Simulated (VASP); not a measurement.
# CdSe (I-4m2) in VASP: a series of runs

The runs below take CdSe through single point, with PBE.

All numbers are computed with VASP 6.6.1; they aren't measurements. Logs are shortened: lines on timing, memory, paths and dates and some standing lists are left out, and cuts for length are marked.

## (1) The cell of the first run

Symmetry: I-4m2, No. 119, tetragonal system. The conventional cell has a = 4.342 Å, b = 4.342 Å, c = 6.325 Å, α = 90.00°, β = 90.00°, γ = 90.00°. Within 3.5 Å of Cd (site symmetry -4m2) lie 4 Se at 2.69 Å. Within 3.5 Å of Se (site symmetry -4m2) lie 4 Cd at 2.69 Å.

## (2) Single point, PBE (zz strain of +3 %)

INCAR reads:

```
PREC = Accurate
ENCUT = 520
EDIFF = 1E-6
ISMEAR = -1
SIGMA = 0.03
LREAL = F
LASPH = T
NELM = 60
ALGO = Normal
ISIF = 2
LWAVE = F
LCHARG = F
GGA = PE
NBANDS = 16
```

KPOINTS reads:

```
Automatic mesh
0
Gamma
  8 8 8
```

POSCAR reads:

```
CdSe
1.0
    0.0000000000      3.0702711986      3.1623793346
    3.0702711986      0.0000000000      3.1623793346
    3.0702711986      3.0702711986      0.0000000000
Cd Se
1 1
Direct
    0.0000000000      0.0000000000      0.0000000000
    0.2500000000      0.2500000000      0.2500000000
```

Potentials or basis: VASP PAW PBE potentials, release 64 (Cd, Se).

Launch:

```sh
$ cat potpaw_PBE.64/Cd/POTCAR potpaw_PBE.64/Se/POTCAR > POTCAR
$ mpirun -np 1 vasp_std > vasp.out
```

OUTCAR:

```text
PREC = Accurate
   ENCUT = 520
   EDIFF = 1E-6
   ISMEAR = -1
   LREAL = F
   LASPH = T
   NELM = 60
   ISIF = 2
   GGA = PE

 ion  position               nearest neighbor table
   1  0.000  0.000  0.000-   2 2.69   2 2.69   2 2.69   2 2.69
   2  0.250  0.250  0.250-   1 2.69   1 2.69   1 2.69   1 2.69

  LATTYP: Found a body centered tetragonal cell.
 ALAT       =     4.3420191692
 C/A-ratio  =     1.4566399693

  Lattice vectors:

 A1 = (  -3.0702711986,   0.0000000000,   3.1623793346)
 A2 = (   3.0702711986,   0.0000000000,   3.1623793346)
 A3 = (   0.0000000000,   3.0702711986,  -3.1623793346)

Analysis of symmetry for initial positions (statically):
=====================================================================
 Subroutine PRICEL returns:
 Original cell was already a primitive cell.

 Routine SETGRP: Setting up the symmetry group for a
 body centered tetragonal supercell.

 Subroutine GETGRP returns: Found  8 space group operations
 (whereof  8 operations were pure point group operations)
 out of a pool of 16 trial point group operations.

The static configuration has the point symmetry D_2d.

Analysis of symmetry for dynamics (positions and initial velocities):
=====================================================================
 Subroutine PRICEL returns:
 Original cell was already a primitive cell.

 Routine SETGRP: Setting up the symmetry group for a
 body centered tetragonal supercell.

 Subroutine GETGRP returns: Found  8 space group operations
 (whereof  8 operations were pure point group operations)
 out of a pool of 16 trial point group operations.

The dynamic configuration has the point symmetry D_2d.

 Subroutine INISYM returns: Found  8 space group operations
 (whereof  8 operations are pure point group operations),
 and found     1 'primitive' translations

----------------------------------------------------------------------------------------

                                     Primitive cell

  volume of cell :      59.6208

  direct lattice vectors                    reciprocal lattice vectors
     0.000000000  3.070271199  3.162379335    -0.162852063  0.162852063  0.158108799
     3.070271199  0.000000000  3.162379335     0.162852063 -0.162852063  0.158108799
     3.070271199  3.070271199  0.000000000     0.162852063  0.162852063 -0.158108799

  length of vectors
     4.407630689  4.407630689  4.342019169     0.279356370  0.279356370  0.279356370
[... 74 lines left out ...]
   ICHARG =      2    charge: 1-file 2-atom 10-const
   ISPIN  =      1    spin polarized calculation?
   LNONCOLLINEAR =      F non collinear calculations
   LSORBIT =      F    spin-orbit coupling
   LASPH  =      T    aspherical Exc in radial PAW
   ENCUT  =  520.0 eV  38.22 Ry    6.18 a.u.   8.20  8.20  8.07*2*pi/ulx,y,z
   NELM   =     60;   NELMIN=  2; NELMDL= -5     # of ELM steps
   EDIFF  = 0.1E-05   stopping-criterion for ELM
   LREAL  =      F    real-space projection
   EDIFFG = 0.1E-04   stopping-criterion for IOM
   NSW    =      0    number of steps for IOM
   IBRION =     -1    ionic relax: 0-MD 1-quasi-New 2-CG
   NFREE  =      0    steps in history (QN), initial steepest desc. (CG)
   ISIF   =      2    stress and relaxation
   ISYM   =      2    0-nonsym 1-usesym 2-fastsym
   POTIM  = 0.5000    time-step for ionic-motion
   TEBEG  =    0.0;   TEEND  =   0.0 temperature during run
   PSTRESS=    0.0 pullay stress
   NELECT =      18.0000    total number of electrons
   NUPDOWN=      -1.0000    fix difference up-down
   EMIN   =  10.00;   EMAX   =-10.00  energy-range for DOS
   EFERMI =   0.00;   METHOD = LEGACY
   ISMEAR =    -1;   SIGMA  =   0.03  broadening in eV -4-tet -1-fermi 0-gaus
   EFERMI_NEDOS =   21; number of points for ismear=-14 and -15
   IALGO  =     38    algorithm
   IMIX   =      4    mixing-type and parameters
     AMIX     =   0.40;   BMIX     =  1.00
     AMIX_MAG =   1.60;   BMIX_MAG =  1.00
  volume/ion in A,a.u.               =      29.81       201.17
  Fermi-wavevector in a.u.,A,eV,Ry     =   1.098247  2.075385 16.410606  1.206146
  Thomas-Fermi vector in A             =   2.234621
   LORBIT       =      0    0 simple, 1 ext, 2 COOP (PROOUT), +10 PAW based schemes
   GGA     = PE    functional components
   LHFCALC =     F    Hartree Fock is set to
   AEXX    =    0.0000 exact exchange contribution
   IVDW    =     0    specifies the selected vdW correction
   LEPSILON=     F    determine dielectric tensor
   LRPA    =     F    only Hartree local field effects (RPA)
 non-spin polarized calculation
  energy-cutoff  :      520.00
  volume of cell :       59.62
 maximum number of plane-waves:      1628
 NGX is ok and might be reduce to    36
   NGX = 17   NGY = 17   NGZ = 17

 number of electron      18.0000000 magnetization

 Free energy of the ion-electron system (eV)
  ---------------------------------------------------
  ext. energy  EPLUGINS =         0.00000000
  ---------------------------------------------------
  free energy    TOTEN  =        -5.49749575 eV

  energy without entropy =       -5.49749413  energy(sigma->0) =       -5.49749494

 E-fermi :   0.7670     XC(G=0):  -8.6248

 val. band max:        0.5268730206   @ k =   0.0000   0.0000   0.0000
 cond. band min:       0.9815884021   @ k =   0.0000   0.0000   0.0000
 fundamental gap:      0.4547153815
 Fermi energy:         0.7669679678

 k-point     1 :       0.0000    0.0000    0.0000
  band No.  band energies     occupation
      1     -11.7860      2.00000
      2      -7.2671      2.00000
      3      -7.2542      2.00000
      4      -7.2542      2.00000
      5      -6.9466      2.00000
      6      -6.9418      2.00000
[... 433 lines left out ...]
      3      -7.1673      2.00000
      4      -6.9840      2.00000
      5      -6.9226      2.00000
      6      -6.8597      2.00000
[... 8 lines left out ...]
     15      11.4393      0.00000
     16      11.9500      0.00000

 [... further k-points ...]
[... 5 lines left out ...]
  --------------------------------------------------------------------------------------
  -------------------------------------------------------------------------------------
  Total        0.1091703      0.1091703     -0.0939581      0.0000000      0.0000000      0.0000000
  in kB        2.9337139      2.9337139     -2.5249195      0.0000000      0.0000000      0.0000000
  external PRESSURE =       1.1141695 kB  Pullay stress =       0.0000000 kB

 VOLUME and BASIS-vectors are now :
 -----------------------------------------------------------------------------
  energy-cutoff  :      520.00
  volume of cell :       59.62
      direct lattice vectors                 reciprocal lattice vectors
     0.000000000  3.070271199  3.162379335    -0.162852063  0.162852063  0.158108799
     3.070271199  0.000000000  3.162379335     0.162852063 -0.162852063  0.158108799
     3.070271199  3.070271199  0.000000000     0.162852063  0.162852063 -0.158108799

 POSITION                                       TOTAL-FORCE (eV/Angst)
 -----------------------------------------------------------------------------------
      0.00000      0.00000      0.00000        -0.000000     -0.000000     -0.000000
      1.53514      1.53514      1.58119         0.000000      0.000000      0.000000
 -----------------------------------------------------------------------------------
    total drift:                                0.000001      0.000001     -0.000001

  FREE ENERGIE OF THE ION-ELECTRON SYSTEM (eV)
  ---------------------------------------------------
  free  energy   TOTEN  =        -5.4974957543 eV

  energy  without entropy=       -5.4974941333  energy(sigma->0) =       -5.49749494
```

OSZICAR:

```text
N       E                     dE             d eps       ncg     rms          rms(c)
DAV:   1     0.108637105522E+03    0.10864E+03   -0.87239E+03  1928   0.998E+02
DAV:   2    -0.170365991068E+01   -0.11034E+03   -0.10458E+03  2352   0.248E+02
DAV:   3    -0.586460181321E+01   -0.41609E+01   -0.41547E+01  2192   0.500E+01
DAV:   4    -0.588308235048E+01   -0.18481E-01   -0.18480E-01  2512   0.335E+00
DAV:   5    -0.588320290083E+01   -0.12055E-03   -0.12055E-03  2240   0.234E-01    0.550E+00
DAV:   6    -0.551691047091E+01    0.36629E+00   -0.56174E-01  2792   0.852E+00    0.445E+00
DAV:   7    -0.549626120161E+01    0.20649E-01   -0.13588E-01  2248   0.243E+00    0.196E+00
DAV:   8    -0.549715220884E+01   -0.89101E-03   -0.12200E-02  2216   0.131E+00    0.239E-01
DAV:   9    -0.549737429731E+01   -0.22209E-03   -0.13496E-03  2336   0.448E-01    0.490E-02
DAV:  10    -0.549744416336E+01   -0.69866E-04   -0.14919E-04  2440   0.147E-01    0.447E-02
DAV:  11    -0.549749598663E+01   -0.51823E-04   -0.84506E-05  2328   0.574E-02    0.176E-02
DAV:  12    -0.549749575433E+01    0.23229E-06   -0.14333E-06  2064   0.128E-02
   1 F= -.54974958E+01 E0= -.54974949E+01  d E =-.162108E-05
```

It took 18 s on 1 thread of Intel Xeon 6975P-C (Granite Rapids), shared host; peak memory 0.22 GiB.

What came out:

```
Free energy            : -5.4975 eV
Pressure               : 0.1 GPa
Band gap on the k mesh : 0.45 eV, direct
```

Levels at points of the mesh, in eV from the valence-band top:
| k point | band 7 | band 8 | band 9 | band 10 | band 11 | band 12 |
| --- | --- | --- | --- | --- | --- | --- |
| (0.00, 0.00, 0.00) | -0.09 | 0.00 | 0.00 | 0.45 | 5.90 | 5.90 |
| (0.50, 0.00, 0.00) | -4.09 | -0.76 | -0.64 | 2.28 | 6.30 | 6.49 |
| (0.50, 0.50, 0.00) | -3.95 | -1.61 | -1.61 | 3.27 | 3.82 | 8.65 |
| (0.50, 0.00, 0.50) | -3.80 | -1.75 | -1.71 | 3.18 | 3.58 | 8.90 |

Caveat: the cell differs from its parent crystal (zz strain of +3 %).

## (3) Single point, PBE (equal xx and yy strain of +2 %)

INCAR reads:

```
PREC = Accurate ; ENCUT = 520
EDIFF = 1E-6 ; ISMEAR = -1
SIGMA = 0.03 ; LREAL = False
LASPH = True ; NELM = 80
ALGO = Normal ; ISIF = 2
LWAVE = False ; LCHARG = True
GGA = PE ; LELF = True
LVHAR = True ; NBANDS = 16
```

KPOINTS reads:

```
regular mesh
0
Gamma
  8 8 8
```

POSCAR reads:

```
CdSe
1.0
    0.0000000000      3.1316766226      3.0702711986
    3.1316766226      0.0000000000      3.0702711986
    3.1316766226      3.1316766226      0.0000000000
Cd Se
1 1
Direct
    0.0000000000      0.0000000000      0.0000000000
    0.2500000000      0.2500000000      0.2500000000
```

Potentials or basis: VASP PAW PBE potentials, release 64 (Cd, Se).

Launch:

```sh
$ cat potpaw_PBE.64/Cd/POTCAR potpaw_PBE.64/Se/POTCAR > POTCAR
$ mpirun -np 1 vasp_std > vasp.out
```

Run time: 23 s. Hardware: 1 thread of Intel Xeon 6975P-C (Granite Rapids), shared host; peak memory 0.23 GiB.

It converged, with:

```yaml
Free_energy: -5.4983 eV
Pressure: -0.3 GPa
Band_gap_on_the_k_mesh: 0.43 eV, direct
```

Stress tensor (GPa, compression positive):
```
-0.44  0.00  0.00
 0.00 -0.44  0.00
 0.00  0.00 -0.10
```

Levels at points of the mesh, in eV from the valence-band top:
```csv
k point,band 7,band 8,band 9,band 10,band 11,band 12
"(0.00, 0.00, 0.00)",-0.06,-0.06,0.00,0.43,5.89,5.89
"(0.50, 0.00, 0.00)",-4.04,-0.73,-0.65,2.26,6.32,6.45
"(0.50, 0.50, 0.00)",-3.75,-1.72,-1.72,3.19,3.53,8.88
"(0.50, 0.00, 0.50)",-3.85,-1.66,-1.63,3.24,3.69,8.71
```

Caveat: the cell differs from its parent crystal (equal xx and yy strain of +2 %).
